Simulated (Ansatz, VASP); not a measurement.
**Two plane-wave programs on ZnSe**

The input INCAR:

```
SYSTEM = ZnSe
PREC = Accurate ; ENCUT = 520
EDIFF = 1E-6 ; ISMEAR = 0
SIGMA = 0.05 ; LREAL = .FALSE.
LASPH = .TRUE. ; NELM = 100
ALGO = Normal ; ISIF = 2
LWAVE = .FALSE. ; LCHARG = .FALSE.
GGA = PE ; NBANDS = 16
```

KPOINTS

```
Automatic mesh
0
G
  8 8 8
  0 0 0
```

File POSCAR:

```
ZnSe
1.0
    0.0000000000      2.8469880104      2.8469880104
    2.8469880104      0.0000000000      2.8469880104
    2.8469880104      2.8469880104      0.0000000000
Zn Se
1 1
Direct
    0.0000000000      0.0000000000      0.0000000000
    0.2500000000      0.2500000000      0.2500000000
```

Input for Ansatz:

```yaml
crystal:
  lattice:
    - [0.0, 2.8469880104, 2.8469880104]
    - [2.8469880104, 0.0, 2.8469880104]
    - [2.8469880104, 2.8469880104, 0.0]
  atoms:
    - { symbol: Zn, position: [0.0, 0.0, 0.0] }
    - { symbol: Se, position: [0.25, 0.25, 0.25] }
basis:
  ecutwfc: 420
  ecutrho_ratio: 4
kpoints:
  mp_grid: { grid: [8, 8, 8] }
hamiltonian:
  xc: pbe
scf:
  occupations: { method: gaussian, width: 0.05 }
output:
  forces: true
  stress: true
  eigenvalues: true
```

Alike in both runs: task single point; functional PBE; k mesh 8 × 8 × 8; occupations gaussian, width 0.05 eV; no spin polarisation.

|  | VASP | Ansatz |
| --- | --- | --- |
| version | VASP 6.6.1 | Ansatz 0.2.0 |
| potentials or method | VASP PAW PBE potentials, release 64 (Zn, Se), cutoff 520 eV | scalar-relativistic, plane waves, PAW |
| valence electrons in the cell | 18 | 28 |

|  | VASP | Ansatz | Ansatz less VASP |
| --- | --- | --- | --- |
| gap on the k mesh at the Fermi level (eV) | 1.23 | 1.23 | -0.002 |
| least direct gap on the mesh (eV) | 1.23 | 1.23 | -0.002 |
| pressure (GPa) | 1.4 | 1.2 | -0.23 |

With one functional, cell and mesh, what is left measures potentials, basis and numerics. VASP's potentials hold 18 valence electrons a cell and Ansatz's 28, so a difference there can come from the potentials and not from the codes.
